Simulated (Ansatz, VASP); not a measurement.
Si3N4 in VASP and in Ansatz

```
CELL_PARAMETERS angstrom
0.00000 3.84543 3.84543
3.84543 0.00000 3.84543
3.84543 3.84543 0.00000
ATOMIC_POSITIONS crystal
Si 0.62500 0.62500 0.12500
Si 0.62500 0.12500 0.62500
Si 0.12500 0.62500 0.62500
Si 0.62500 0.62500 0.62500
Si 0.25000 0.25000 0.25000
Si 0.00000 0.00000 0.00000
N 0.86775 0.86775 0.86775
N 0.85324 0.38225 0.38225
N 0.38225 0.38225 0.85324
N 0.38225 0.85324 0.38225
N 0.86775 0.86775 0.39676
N 0.86775 0.39676 0.86775
N 0.38225 0.38225 0.38225
N 0.39676 0.86775 0.86775
```

Change from the starting cell: strained cell.

Alike in both runs: functional PBE; k mesh 6 × 6 × 6; occupations gaussian, width 0.02 eV; no spin polarisation.

Ansatz relaxed the structure, and its values are those at the end. VASP's run is a single point on that final structure, the one shown.

|  | VASP | Ansatz |
| --- | --- | --- |
| version | VASP 6.6.1 | Ansatz 0.2.0 |
| potentials or method | VASP PAW PBE potentials, release 64 (Si, N), cutoff 520 eV | scalar-relativistic, plane waves, PAW |
| valence electrons in the cell | 64 | 64 |

```csv
,VASP,Ansatz,Ansatz less VASP
gap on the k mesh at the Fermi level (eV),3.48,3.49,+0.009
least direct gap on the mesh (eV),3.51,3.52,+0.011
pressure (GPa),11.9,12.0,+0.13
rms of the force components (eV/Å),0.004,0.000,-0.0043
```

Ansatz's warnings: stress scf threshold loose.
